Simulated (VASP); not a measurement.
The system is Pt.

```
CELL_PARAMETERS angstrom
2.77000 0.00000 0.00000
-1.38500 2.39889 0.00000
0.00000 0.00000 4.52341
ATOMIC_POSITIONS crystal
Pt 0.33333 0.66667 0.25000
Pt 0.66667 0.33333 0.75000
```

This isn't the form of Pt at room conditions, which is fcc.

* Program: VASP 6.6.1
* Task: relaxation of cell and atoms
* Functional: PBE
* Potentials or basis: VASP PAW PBE potentials, release 64 (Pt)
* Cutoff: 600 eV
* k mesh: 8 × 8 × 5
* Occupations: fermi-dirac, width 0.1 eV
* Spin: no spin polarisation

At the start: pressure 12.6 GPa; volume 15.03 Å³/atom.

Task: How do energy, volume and symmetry change on relaxing?

Result: Over 7 steps the energy falls by 35.2 meV/atom and the volume is 15.72 Å³/atom (+4.6 %); space group P6_3/mmc (No. 194, to 0.1 Å) before and after.

Step by step:
| step | energy change (eV) | largest force (eV/Å) | pressure (GPa) | volume (Å³) |
| --- | --- | --- | --- | --- |
| 1 | 0.0000 | 0.0000 | 12.57 | 30.06 |
| 2 | 0.2320 | 0.0000 | -20.96 | 35.47 |
| 3 | -0.0587 | 0.0000 | -1.17 | 31.61 |
| 4 | -0.0589 | 0.0000 | -0.68 | 31.54 |
| 5 | -0.0690 | 0.0000 | -0.14 | 31.47 |
| 6 | -0.0703 | 0.0000 | 0.21 | 31.44 |
| 7 | -0.0703 | 0.0000 | 0.23 | 31.44 |

Final structure:
```cif
data_structure
_symmetry_space_group_name_H-M 'P 1'
_symmetry_Int_Tables_number 1
_cell_length_a 2.7737
_cell_length_b 2.7737
_cell_length_c 4.7183
_cell_angle_alpha 90.000
_cell_angle_beta 90.000
_cell_angle_gamma 120.000
_cell_volume 31.44
loop_
_atom_site_label
_atom_site_type_symbol
_atom_site_fract_x
_atom_site_fract_y
_atom_site_fract_z
_atom_site_occupancy
Pt1 Pt 0.33333 0.66667 0.25000 1
Pt2 Pt 0.66667 0.33333 0.75000 1
```
